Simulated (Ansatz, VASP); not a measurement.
# One calculation of HC6, two programs

File INCAR:

```
SYSTEM = HC6
PREC     = Accurate       ! precision mode
ENCUT    = 520            ! plane-wave cutoff, eV
EDIFF    = 1E-7           ! SCF threshold, eV
ISMEAR   = 0              ! smearing method
SIGMA    = 0.1            ! smearing width, eV
LREAL    = .False.        ! projectors in reciprocal space
LASPH    = .True.         ! aspherical terms in the spheres
NELM     = 100            ! most SCF steps
ALGO     = Normal         ! electronic algorithm
ISIF     = 2              ! what is computed and relaxed
LWAVE    = .False.        ! write WAVECAR
LCHARG   = .True.         ! write CHGCAR
LDIPOL   = .True.       
IDIPOL   = 3            
DIPOL    = 0.5 0.5 0.309
LELF     = .True.         ! ELF
LVHAR    = .True.       
LVACPOTAV= .True.       
NBANDS   = 38             ! bands
```

The input KPOINTS:

```
regular mesh
0
Gamma
  6 3 1
  0 0 0
```

Contents of POSCAR:

```
HC6
1.0
    4.8889075235      0.0000000000      0.0000000000
   -1.2222268809      8.7842777898      0.0000000000
    0.0000000000      0.0000000000     22.7472999250
C H
12 2
Direct
    0.0193593843      0.0774375370      0.1758450459
    0.5193593842      0.0774375370      0.1758450459
    0.2741992303      0.0967969212      0.2059521363
    0.7741992303      0.0967969212      0.2059521363
    0.2838789224      0.1355156897      0.2661663168
    0.7838789224      0.1355156897      0.2661663168
    0.0386178296      0.1544718076      0.2954947895
    0.5386178296      0.1544718076      0.2954947895
    0.0488209147      0.1952857701      0.3583563417
    0.5488209147      0.1952857701      0.3583563417
    0.3031079910      0.2124325380      0.3845423393
    0.8031079910      0.2124325380      0.3845423393
    0.0488209147      0.1110024814      0.4746629253
    0.0488209147      0.2795690587      0.4746629253
```

Input for Ansatz:

```yaml
crystal:
  lattice:
    - [4.8889075235, 0.0, 0.0]
    - [-1.2222268809, 8.7842777898, 0.0]
    - [0.0, 0.0, 22.747299925]
  atoms:
    - { symbol: C, position: [0.0193593843, 0.077437537, 0.1758450459] }
    - { symbol: C, position: [0.5193593842, 0.077437537, 0.1758450459] }
    - { symbol: C, position: [0.2741992303, 0.0967969212, 0.2059521363] }
    - { symbol: C, position: [0.7741992303, 0.0967969212, 0.2059521363] }
    - { symbol: C, position: [0.2838789224, 0.1355156897, 0.2661663168] }
    - { symbol: C, position: [0.7838789224, 0.1355156897, 0.2661663168] }
    - { symbol: C, position: [0.0386178296, 0.1544718076, 0.2954947895] }
    - { symbol: C, position: [0.5386178296, 0.1544718076, 0.2954947895] }
    - { symbol: C, position: [0.0488209147, 0.1952857701, 0.3583563417] }
    - { symbol: C, position: [0.5488209147, 0.1952857701, 0.3583563417] }
    - { symbol: C, position: [0.303107991, 0.212432538, 0.3845423393] }
    - { symbol: C, position: [0.803107991, 0.212432538, 0.3845423393] }
    - { symbol: H, position: [0.0488209147, 0.1110024814, 0.4746629253] }
    - { symbol: H, position: [0.0488209147, 0.2795690587, 0.4746629253] }
basis:
  ecutwfc: 420
kpoints:
  mp_grid: { grid: [6, 3, 1] }
hamiltonian:
  xc: lda
  pseudopotentials: { kind: paw, azcp: { folder: soft_1 } }
scf:
  occupations: { method: gaussian, width: 0.1 }
output:
  forces: true
  eigenvalues: true
efield:
  axis: 3
  dipole_correction: true
  ramp_width: 0.04
```

Alike in both runs: task single point; functional LDA; k mesh 6 × 3 × 1; occupations gaussian, width 0.1 eV; no spin polarisation.

```csv
,VASP,Ansatz
version,VASP 6.6.1,Ansatz 0.2.0
potentials or method,"VASP PAW LDA potentials, release 64 (C, H), cutoff 520 eV","scalar-relativistic, plane waves, PAW"
valence electrons in the cell,50,50
```

Ansatz gave:

* gap on the k mesh at the Fermi level (eV): 0.05
* least direct gap on the mesh (eV): 0.06
* rms of the force components (eV/Å): 1.173

Problem. Estimate VASP's values.

Solution. gap on the k mesh at the Fermi level (eV): 0.05; least direct gap on the mesh (eV): 0.06; rms of the force components (eV/Å): 1.169.

Ansatz warns that its potentials were made for another functional, while VASP's fit it. LDA's correlation is that of Perdew and Zunger in VASP and of Perdew and Wang (1992) in Ansatz. Atom by atom the forces differ by 0.024 eV/Å (rms over components).
